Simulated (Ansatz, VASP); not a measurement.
**Pb in VASP and in Ansatz**

The input INCAR:

```
PREC     = Accurate       # precision mode
ENCUT    = 520            # plane-wave cutoff, eV
EDIFF    = 1E-7           # SCF threshold, eV
ISMEAR   = 0              # smearing method
SIGMA    = 0.15           # smearing width, eV
LREAL    = False          # projectors in reciprocal space
LASPH    = True           # aspherical terms in the spheres
NELM     = 80             # most SCF steps
ALGO     = Normal         # electronic algorithm
ISIF     = 2              # what is computed and relaxed
LWAVE    = False          # write WAVECAR
LCHARG   = True           # write CHGCAR
LELF     = True           # ELF
LVHAR    = True         
NBANDS   = 13             # bands
```

Contents of KPOINTS:

```
Automatic mesh
0
Gamma
  16 16 16
```

File POSCAR:

```
Pb
1.0
    0.0000000000      2.5685920000      2.2722160000
    2.5685920000      0.0000000000      2.2722160000
    2.5685920000      2.5685920000      0.0000000000
Pb
1
Direct
    0.0000000000      0.0000000000      0.0000000000
```

Input for Ansatz:

```yaml
crystal:
  lattice:
    - [0.0, 2.568592, 2.272216]
    - [2.568592, 0.0, 2.272216]
    - [2.568592, 2.568592, 0.0]
  atoms:
    - { symbol: Pb, position: [0.0, 0.0, 0.0] }
basis:
  ecutwfc: 420
kpoints:
  mp_grid: { grid: [16, 16, 16] }
hamiltonian:
  xc: lda
scf:
  occupations: { method: gaussian, width: 0.15 }
output:
  forces: true
  stress: true
  eigenvalues: true
```

Change from the starting cell: strain +0.040 along x and y, -0.080 along z, atoms carried along.

Alike in both runs: task single point; functional LDA; k mesh 16 × 16 × 16; occupations gaussian, width 0.15 eV; no spin polarisation.

```csv
,VASP,Ansatz
version,VASP 6.6.1,Ansatz 0.2.0
potentials or method,"VASP PAW LDA potentials, release 64 (Pb_d), cutoff 520 eV","scalar-relativistic, plane waves, PAW"
valence electrons in the cell,14,14
```

|  | VASP | Ansatz | Ansatz less VASP |
| --- | --- | --- | --- |
| gap on the k mesh at the Fermi level (eV) | none | none | - |
| pressure (GPa) | -1.5 | -1.5 | -0.04 |
| traceless stress, the component that is largest in VASP (GPa) | 0.57 | 0.58 | +0.008 |

LDA's correlation is that of Perdew and Zunger in VASP and of Perdew and Wang (1992) in Ansatz. A gap of «none» marks a metal or a gap that the smearing closes.

Spin-orbit coupling is off throughout.
